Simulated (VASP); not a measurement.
Runs of VASP 6.6.1 on AlCu. The structure is that of space group Pm-3m (No. 221), or close to it. The cells are those of the table. 

```csv
cell,gap on the mesh (eV),pressure (GPa)
"a = 2.833 Å, 2 atoms",none,22.5
"a = 2.896 Å, 2 atoms",none,(a)
"a = 3.052 Å, 2 atoms",none,-10.2
"a = 2.927 Å, 2 atoms",none,(b)
"a = 2.998 Å, 2 atoms",none,-4.9
"a = 2.986 Å, 2 atoms",none,-3.7
```

Alike in all rows: task single point; level r2SCAN; potentials or basis VASP PAW PBE potentials, release 64 (Al, Cu); no spin polarisation; k mesh 14 × 14 × 14; cutoff (eV) 520; smearing gaussian 0.1 eV.

**Question.** Estimate the missing entries.

**Answer.** (a) 10.4; (b) 4.3.

Caveats: the PAW data sets were made with another functional, which shifts forces and pressure a little.

A gap of «none» marks levels without a gap at the run's occupations.
